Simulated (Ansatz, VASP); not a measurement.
GaB: VASP beside Ansatz

File INCAR:

```
ALGO = Normal ; EDIFF = 1E-6
ENCUT = 500 ; GGA = PE
GGA_COMPAT = False ; ISIF = 2
ISMEAR = 0 ; LASPH = True
LCHARG = False ; LREAL = False
LWAVE = False ; NBANDS = 15
NELM = 120 ; PREC = Accurate
SIGMA = 0.1
```

KPOINTS

```
k-points
0
Gamma
  6 6 6
```

Contents of POSCAR:

```
GaB
1.0
    0.0000000000      2.4328858433      2.5965940496
    2.2873674378      0.0000000000      2.5965940496
    2.2873674378      2.4328858433      0.0000000000
Ga B
1 1
Direct
    0.0000000000      0.0000000000      0.0000000000
    0.5000000000      0.5000000000      0.5000000000
```

Input for Ansatz:

```yaml
crystal:
  lattice:
    - [0.0, 2.4328858433, 2.5965940496]
    - [2.2873674378, 0.0, 2.5965940496]
    - [2.2873674378, 2.4328858433, 0.0]
  atoms:
    - { symbol: Ga, position: [0.0, 0.0, 0.0] }
    - { symbol: B, position: [0.5, 0.5, 0.5] }
basis:
  ecutwfc: 420
kpoints:
  mp_grid: { grid: [6, 6, 6] }
hamiltonian:
  xc: pbe
scf:
  occupations: { method: gaussian, width: 0.1 }
  lower_state_search: "off"
output:
  forces: true
  stress: true
  eigenvalues: true
```

Alike in both runs: task single point; functional PBE; k mesh 6 × 6 × 6; occupations gaussian, width 0.1 eV; no spin polarisation.

|  | VASP | Ansatz |
| --- | --- | --- |
| version | VASP 6.6.1 | Ansatz 0.2.0 |
| potentials or method | VASP PAW PBE potentials, release 64 (Ga_d, B), cutoff 500 eV | scalar-relativistic, plane waves, PAW |
| valence electrons in the cell | 16 | 16 |

```tsv
	VASP	Ansatz	Ansatz less VASP
gap on the k mesh at the Fermi level (eV)	none	none	-
pressure (GPa)	-11.5	-11.6	-0.09
traceless stress, the component that is largest in VASP (GPa)	-2.33	-2.27	+0.057
```

A gap of «none» marks a metal or a gap that the smearing closes.

The k mesh is coarse, so the values compare programs but aren't converged.
